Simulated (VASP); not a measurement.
# TiSi (Cmmm) in VASP: a series of runs

TiSi is run at these levels: r2SCAN; tasks: single point.

Program: VASP 6.6.1. These are calculated values, not measurements. Logs are shortened: lines on timing, memory, paths and dates and some standing lists are left out, and cuts for length are marked.

### 1 The cell of the first run

The structure is orthorhombic, space group Cmmm (No. 65). The conventional cell has a = 3.523 Å, b = 4.108 Å, c = 3.918 Å, α = 90.00°, β = 90.00°, γ = 90.00°. Ti (site symmetry mmm) has 8 Si at 2.63 to 2.84 Å and 6 Ti at 2.71 to 3.52 Å within 3.6 Å. Si (site symmetry mmm) has 8 Ti at 2.63 to 2.84 Å and 6 Si at 2.71 to 3.52 Å within 3.6 Å.

### 2 Single point, r2SCAN (strain -0.030 along x and y, +0.030 along z)

POSCAR reads:

```
TiSi
1.0
    1.7616926600     -2.0540952800      0.0000000000
    1.7616926600      2.0540952800      0.0000000000
    0.0000000000      0.0000000000      3.9180520200
Ti Si
1 1
Direct
    0.5000000000      0.5000000000      0.0000000000
    0.0000000000      0.0000000000      0.5000000000
```

INCAR.step1 reads:

```
SYSTEM = TiSi
  PREC = Accurate
  ENCUT = 520
  ISMEAR = 0
  SIGMA = 0.15
  LREAL = .False.
  LASPH = .True.
  NELM = 60
  NBANDS = 15
  GGA = PE
  ALGO = Normal
  EDIFF = 1E-4
  LWAVE = .True.
  LCHARG = .False.
```

INCAR.step2 reads:

```
SYSTEM = TiSi
  PREC = Accurate
  ENCUT = 520
  EDIFF = 1E-7
  ISMEAR = 0
  SIGMA = 0.15
  LREAL = .False.
  LASPH = .True.
  NELM = 60
  ALGO = Normal
  ISIF = 2
  LWAVE = .False.
  LCHARG = .False.
  METAGGA = R2SCAN
  LMIXTAU = .True.
  NBANDS = 15
  ISTART = 1
```

KPOINTS reads:

```
regular mesh
0
Gamma
  18 18 12
  0 0 0
```

Potentials or basis: VASP PAW PBE potentials, release 64 (Ti_sv, Si).

The run is started by

```sh
cat potpaw_PBE.64/Ti_sv/POTCAR potpaw_PBE.64/Si/POTCAR > POTCAR
cp INCAR.step1 INCAR
mpirun -np 1 vasp_std > vasp.out
cp INCAR.step2 INCAR
mpirun -np 1 vasp_std > vasp.out
```

OUTCAR:

```text
SYSTEM = TiSi
   PREC = Accurate
   ENCUT = 520
   EDIFF = 1E-7
   ISMEAR = 0
   LREAL = .False.
   LASPH = .True.
   NELM = 60
   ISIF = 2
   METAGGA = R2SCAN
   ISTART = 1

 ion  position               nearest neighbor table
   1  0.500  0.500  0.000-   2 2.63   2 2.63   2 2.63   2 2.63   2 2.84   2 2.84   2 2.84   2 2.84

   2  0.000  0.000  0.500-   1 2.63   1 2.63   1 2.63   1 2.63   1 2.84   1 2.84   1 2.84   1 2.84

  LATTYP: Found a base centered orthorhombic cell.
 ALAT       =     3.5233853200
 B/A-ratio  =     1.1659782246
 C/A-ratio  =     1.1120134939

  Lattice vectors:

 A1 = (   1.7616926600,  -2.0540952800,   0.0000000000)
 A2 = (   1.7616926600,   2.0540952800,   0.0000000000)
 A3 = (   0.0000000000,   0.0000000000,   3.9180520200)

Analysis of symmetry for initial positions (statically):
=====================================================================
 Subroutine PRICEL returns:
 Original cell was already a primitive cell.

 Routine SETGRP: Setting up the symmetry group for a
 base centered orthorhombic supercell.

 Subroutine GETGRP returns: Found  8 space group operations
 (whereof  8 operations were pure point group operations)
 out of a pool of  8 trial point group operations.

The static configuration has the point symmetry D_2h.

Analysis of symmetry for dynamics (positions and initial velocities):
=====================================================================
 Subroutine PRICEL returns:
 Original cell was already a primitive cell.

 Routine SETGRP: Setting up the symmetry group for a
 base centered orthorhombic supercell.

 Subroutine GETGRP returns: Found  8 space group operations
 (whereof  8 operations were pure point group operations)
 out of a pool of  8 trial point group operations.

The dynamic configuration has the point symmetry D_2h.

 Subroutine INISYM returns: Found  8 space group operations
 (whereof  8 operations are pure point group operations),
 and found     1 'primitive' translations

----------------------------------------------------------------------------------------

                                     Primitive cell

  volume of cell :      28.3564

  direct lattice vectors                    reciprocal lattice vectors
     1.761692660 -2.054095280  0.000000000     0.283817950 -0.243416167  0.000000000
     1.761692660  2.054095280  0.000000000     0.283817950  0.243416167  0.000000000
     0.000000000  0.000000000  3.918052020     0.000000000  0.000000000  0.255228873

  length of vectors
     2.706079904  2.706079904  3.918052020     0.373903810  0.373903810  0.255228873

  position of ions in fractional coordinates (direct lattice)
[... 93 lines left out ...]
   EFERMI =   0.00;   METHOD = LEGACY
   ISMEAR =     0;   SIGMA  =   0.15  broadening in eV -4-tet -1-fermi 0-gaus
   EFERMI_NEDOS =   21; number of points for ismear=-14 and -15
   IALGO  =     38    algorithm
   IMIX   =      4    mixing-type and parameters
     AMIX     =   0.40;   BMIX     =  1.00
     AMIX_MAG =   1.60;   BMIX_MAG =  1.00
  volume/ion in A,a.u.               =      14.18        95.68
  Fermi-wavevector in a.u.,A,eV,Ry     =   1.352792  2.556407 24.899308  1.830048
  Thomas-Fermi vector in A             =   2.480102
   LORBIT       =      0    0 simple, 1 ext, 2 COOP (PROOUT), +10 PAW based schemes
   METAGGA = R2SCAN    functional components
   LHFCALC =     F    Hartree Fock is set to
   AEXX    =    0.0000 exact exchange contribution
   IVDW    =     0    specifies the selected vdW correction
   LEPSILON=     F    determine dielectric tensor
   LRPA    =     F    only Hartree local field effects (RPA)
 non-spin polarized calculation
 Gauss-broadening in eV      SIGMA  =   0.15
  energy-cutoff  :      520.00
  volume of cell :       28.36
 maximum number of plane-waves:       784
   NGX = 11   NGY = 11   NGZ = 15

 number of electron      15.9999998 magnetization

 Free energy of the ion-electron system (eV)
  ---------------------------------------------------
  ext. energy  EPLUGINS =         0.00000000
  ---------------------------------------------------
  free energy    TOTEN  =       -22.76212257 eV

  energy without entropy =      -22.75090252  energy(sigma->0) =      -22.75651255

 E-fermi :  10.6196     XC(G=0): -12.7454

 val. band max:       10.6133765450   @ k =  -0.4444   0.3333   0.4167
 cond. band min:      10.6217329158   @ k =  -0.3889   0.3889   0.0000
 fundamental gap:      0.0083563708
 Fermi energy:        10.6195576028

 k-point     1 :       0.0000    0.0000    0.0000
  band No.  band energies     occupation
      1     -48.3814      2.00000
      2     -23.7860      2.00000
      3     -23.2338      2.00000
      4     -23.1092      2.00000
      5      -2.1877      2.00000
      6       7.7894      2.00000
      7       8.0037      2.00000
      8       9.2767      2.00000
      9      12.6474      0.00000
     10      13.4090      0.00000
     11      14.1902      0.00000
     12      16.8836      0.00000
     13      16.9155      0.00000
     14      17.7942      0.00000
[... 401 lines left out ...]
      2     -23.7423      2.00000
      3     -23.4897      2.00000
      4     -23.1639      2.00000
      5      -1.1106      2.00000
      6       7.7674      2.00000
      7       8.4479      2.00000
      8       9.1602      2.00000
      9      12.7039      0.00000
     10      13.0287      0.00000
     11      13.3114      0.00000
     12      13.9299      0.00000
     13      16.9097      0.00000
     14      18.6116      0.00000
     15      22.1101      0.00000

 [... further k-points ...]

------------------------ aborting loop because EDIFF is reached ----------------------------------------

  FORCE on cell =-STRESS in cart. coord.  units (eV):
  Direction    XX          YY          ZZ          XY          YZ          ZX
  --------------------------------------------------------------------------------------
  -------------------------------------------------------------------------------------
  Total        0.9932606      0.5316268     -0.4581673      0.0000000      0.0000000      0.0000000
  in kB       56.1206718     30.0376911    -25.8871214      0.0000000      0.0000000      0.0000000
  external PRESSURE =      20.0904138 kB  Pullay stress =       0.0000000 kB

 VOLUME and BASIS-vectors are now :
 -----------------------------------------------------------------------------
  energy-cutoff  :      520.00
  volume of cell :       28.36
      direct lattice vectors                 reciprocal lattice vectors
     1.761692660 -2.054095280  0.000000000     0.283817950 -0.243416167  0.000000000
     1.761692660  2.054095280  0.000000000     0.283817950  0.243416167  0.000000000
     0.000000000  0.000000000  3.918052020     0.000000000  0.000000000  0.255228873

 POSITION                                       TOTAL-FORCE (eV/Angst)
 -----------------------------------------------------------------------------------
      1.76169      0.00000      0.00000         0.000000     -0.000000      0.000000
      0.00000      0.00000      1.95903         0.000000      0.000000      0.000000
 -----------------------------------------------------------------------------------
    total drift:                                0.000000      0.000000     -0.000000

  FREE ENERGIE OF THE ION-ELECTRON SYSTEM (eV)
  ---------------------------------------------------
  free  energy   TOTEN  =       -22.7621225735 eV

  energy  without entropy=      -22.7509025169  energy(sigma->0) =      -22.75651255
```

OUTCAR.step1:

```text
SYSTEM = TiSi
   PREC = Accurate
   ENCUT = 520
   ISMEAR = 0
   LREAL = .False.
   LASPH = .True.
[... 656 lines left out ...]
      1.76169      0.00000      0.00000         0.000000      0.000000      0.000000
      0.00000      0.00000      1.95903        -0.000000     -0.000000      0.000000
 -----------------------------------------------------------------------------------
    total drift:                                0.000000      0.000000     -0.000000

  FREE ENERGIE OF THE ION-ELECTRON SYSTEM (eV)
  ---------------------------------------------------
  free  energy   TOTEN  =       -14.2959889854 eV

  energy  without entropy=      -14.2838938367  energy(sigma->0) =      -14.28994141
```

OSZICAR.step1:

```text
N       E                     dE             d eps       ncg     rms          rms(c)
DAV:   1     0.119935035260E+03    0.11994E+03   -0.80766E+03 19132   0.120E+03
DAV:   2    -0.544702023152E+01   -0.12538E+03   -0.11983E+03 20160   0.319E+02
DAV:   3    -0.152172229064E+02   -0.97702E+01   -0.95167E+01 33387   0.753E+01
DAV:   4    -0.156829803732E+02   -0.46576E+00   -0.46506E+00 21109   0.136E+01
DAV:   5    -0.156980476631E+02   -0.15067E-01   -0.15064E-01 26750   0.227E+00    0.116E+01
DAV:   6    -0.144965311482E+02    0.12015E+01   -0.40602E+00 22648   0.288E+01    0.400E+00
DAV:   7    -0.143101263660E+02    0.18640E+00   -0.47310E-01 21850   0.947E+00    0.296E+00
DAV:   8    -0.142985876179E+02    0.11539E-01   -0.13496E-01 23423   0.403E+00    0.731E-01
DAV:   9    -0.142955548858E+02    0.30327E-02   -0.21326E-02 21504   0.204E+00    0.370E-01
DAV:  10    -0.142960364521E+02   -0.48157E-03   -0.25172E-03 25296   0.581E-01    0.824E-02
DAV:  11    -0.142959889854E+02    0.47467E-04   -0.27377E-04 21404   0.139E-01
   1 F= -.14295989E+02 E0= -.14289941E+02  d E =-.120951E-01
```

Run time: 12 min. Hardware: 1 thread of Intel Xeon Platinum 8259CL at 2.50GHz (Skylake/Cascade Lake), shared host; peak memory 0.37 GiB.

What came out:

* Free energy: -22.7621 eV
* Pressure: 2.0 GPa
* Band gap on the k mesh: zero (bands 8 and 9 overlap by 1.91 eV)

Caveat: the cell differs from its parent crystal (strain -0.030 along x and y, +0.030 along z); the PAW data sets were made with another functional, which shifts forces and pressure a little.

### 3 Single point, r2SCAN (strain +0.000 along x and y, +0.030 along z)

POSCAR reads:

```
TiSi
1.0
    1.8161780000     -2.1176240000      0.0000000000
    1.8161780000      2.1176240000      0.0000000000
    0.0000000000      0.0000000000      3.9180520200
Ti Si
1 1
Direct
    0.5000000000      0.5000000000      0.0000000000
    0.0000000000      0.0000000000      0.5000000000
```

INCAR.step1 reads:

```
PREC     = Accurate       # precision mode
ENCUT    = 520            # plane-wave cutoff, eV
ISMEAR   = 0              # smearing method
SIGMA    = 0.15           # smearing width, eV
LREAL    = F              # projectors in reciprocal space
LASPH    = T              # aspherical terms in the spheres
NELM     = 100            # most SCF steps
NBANDS   = 15             # bands
GGA      = PE             # functional
ALGO     = Normal         # electronic algorithm
EDIFF    = 1E-4           # SCF threshold, eV
LWAVE    = T              # write WAVECAR
LCHARG   = F              # write CHGCAR
```

INCAR.step2 reads:

```
PREC     = Accurate       # precision mode
ENCUT    = 520            # plane-wave cutoff, eV
EDIFF    = 1E-6           # SCF threshold, eV
ISMEAR   = 0              # smearing method
SIGMA    = 0.15           # smearing width, eV
LREAL    = F              # projectors in reciprocal space
LASPH    = T              # aspherical terms in the spheres
NELM     = 100            # most SCF steps
ALGO     = Normal         # electronic algorithm
ISIF     = 2              # what is computed and relaxed
LWAVE    = F              # write WAVECAR
LCHARG   = F              # write CHGCAR
METAGGA  = R2SCAN         # meta-GGA
LMIXTAU  = T            
NBANDS   = 15             # bands
ISTART   = 1
```

KPOINTS reads:

```
Automatic mesh
0
Gamma
  18 18 12
```

Potentials or basis: VASP PAW PBE potentials, release 64 (Ti_sv, Si).

The run is started by

```sh
cat potpaw_PBE.64/Ti_sv/POTCAR potpaw_PBE.64/Si/POTCAR > POTCAR
cp INCAR.step1 INCAR
mpirun -np 1 vasp_std > vasp.out
cp INCAR.step2 INCAR
mpirun -np 1 vasp_std > vasp.out
```

Wall time 5.2 min (1 thread of Intel Xeon 6975P-C (Granite Rapids), shared host); peak memory 0.39 GiB.

It converged, with:

* Free energy: -22.7592 eV
* Pressure: -5.8 GPa
* Band gap on the k mesh: zero (bands 8 and 9 overlap by 1.67 eV)

Stress tensor (GPa, compression positive):
```
-4.23  0.00  0.00
 0.00 -4.81  0.00
 0.00  0.00 -8.37
```

Levels at points of the mesh, in eV from the Fermi level:
| k point | band 4 | band 5 | band 6 | band 7 | band 8 | band 9 | band 10 | band 11 | band 12 | band 13 |
| --- | --- | --- | --- | --- | --- | --- | --- | --- | --- | --- |
| (0.00, 0.00, 0.00) | -33.97 | -12.35 | -2.58 | -2.27 | -1.25 | 1.81 | 2.54 | 3.22 | 5.54 | 6.14 |
| (0.50, 0.00, 0.00) | -33.98 | -8.02 | -6.67 | -3.09 | -0.91 | 1.99 | 2.51 | 4.23 | 4.68 | 5.03 |
| (0.50, 0.50, 0.00) | -34.40 | -5.84 | -4.03 | -1.67 | -1.18 | -0.86 | -0.29 | 2.89 | 3.01 | 4.18 |
| (0.00, 0.00, 0.50) | -33.97 | -11.11 | -6.89 | -0.99 | 0.40 | 0.85 | 1.96 | 3.30 | 7.30 | 8.38 |
| (0.50, 0.00, 0.50) | -33.98 | -8.26 | -5.27 | -2.90 | -1.85 | 1.33 | 2.10 | 2.13 | 3.19 | 5.92 |
| (0.50, 0.50, 0.50) | -34.41 | -5.03 | -3.82 | -3.42 | -3.23 | 2.16 | 2.54 | 2.67 | 3.94 | 4.19 |

Caveat: the cell differs from its parent crystal (strain +0.000 along x and y, +0.030 along z); the cell stands under tension; the PAW data sets were made with another functional, which shifts forces and pressure a little.

### 4 Single point, r2SCAN (strain +0.015 along x and y, +0.000 along z)

POSCAR reads:

```
TiSi
1.0
    1.8434206700     -2.1493883600      0.0000000000
    1.8434206700      2.1493883600      0.0000000000
    0.0000000000      0.0000000000      3.8039340000
Ti Si
1 1
Direct
    0.5000000000      0.5000000000      0.0000000000
    0.0000000000      0.0000000000      0.5000000000
```

INCAR.step1 reads:

```
  PREC = Accurate
  ENCUT = 520
  ISMEAR = 0
  SIGMA = 0.15
  LREAL = False
  LASPH = True
  NELM = 60
  NBANDS = 15
  GGA = PE
  ALGO = Normal
  EDIFF = 1E-4
  LWAVE = True
  LCHARG = False
```

INCAR.step2 reads:

```
  PREC = Accurate
  ENCUT = 520
  EDIFF = 1E-6
  ISMEAR = 0
  SIGMA = 0.15
  LREAL = False
  LASPH = True
  NELM = 60
  ALGO = Normal
  ISIF = 2
  LWAVE = False
  LCHARG = False
  METAGGA = R2SCAN
  LMIXTAU = True
  NBANDS = 15
  ISTART = 1
```

KPOINTS is that of step 3.

The run is started by

```sh
cat potpaw_PBE.64/Ti_sv/POTCAR potpaw_PBE.64/Si/POTCAR > POTCAR
cp INCAR.step1 INCAR
mpirun -np 1 vasp_std > vasp.out
cp INCAR.step2 INCAR
mpirun -np 1 vasp_std > vasp.out
```

Wall time 5.4 min (1 thread of Intel Xeon 6975P-C (Granite Rapids), shared host); peak memory 0.39 GiB.

The run converged. Its results:

* Free energy: -22.7650 eV
* Pressure: -4.9 GPa
* Band gap on the k mesh: zero (bands 8 and 9 overlap by 1.60 eV)

Stress tensor (GPa, compression positive):
```
-5.69  0.00  0.00
 0.00 -5.19  0.00
 0.00  0.00 -3.92
```

Levels at points of the mesh, in eV from the Fermi level:
```tsv
k point	band 5	band 6	band 7	band 8	band 9	band 10	band 11	band 12
(0.00, 0.00, 0.00)	-12.23	-2.41	-1.74	-1.24	1.71	2.49	3.08	5.13
(0.50, 0.00, 0.00)	-8.08	-6.62	-2.85	-0.87	1.83	2.44	4.19	4.97
(0.50, 0.50, 0.00)	-6.08	-4.05	-1.78	-1.21	-0.69	-0.25	3.10	3.18
(0.00, 0.00, 0.50)	-10.82	-6.81	-0.91	0.56	0.78	1.79	3.18	7.15
(0.50, 0.00, 0.50)	-8.23	-5.07	-2.97	-1.82	1.58	1.92	2.04	3.48
(0.50, 0.50, 0.50)	-5.02	-3.88	-3.56	-3.35	2.29	2.45	2.73	4.03
```

Caveat: the cell differs from its parent crystal (strain +0.015 along x and y, +0.000 along z); the cell stands under tension; the PAW data sets were made with another functional, which shifts forces and pressure a little.

### 5 The runs side by side

```csv
cell,gap on the mesh (eV),pressure (GPa)
"a = 2.706, b = 2.706, c = 3.918 Å, angles 90.0, 90.0, 98.8°, 2 atoms",none,2.0
"a = 2.790, b = 2.790, c = 3.918 Å, angles 90.0, 90.0, 98.8°, 2 atoms",none,-5.8
"a = 2.832, b = 2.832, c = 3.804 Å, angles 90.0, 90.0, 98.8°, 2 atoms",none,-4.9
```

Alike in all rows: task single point; level r2SCAN; potentials or basis VASP PAW PBE potentials, release 64 (Ti_sv, Si); no spin polarisation; k mesh 18 × 18 × 12; cutoff (eV) 520; smearing gaussian 0.15 eV.

Caveats: the PAW data sets were made with another functional, which shifts forces and pressure a little; the cell stands under tension (at least some runs).

Total energies depend on the potentials used, so only differences within one code and one set of settings carry meaning.
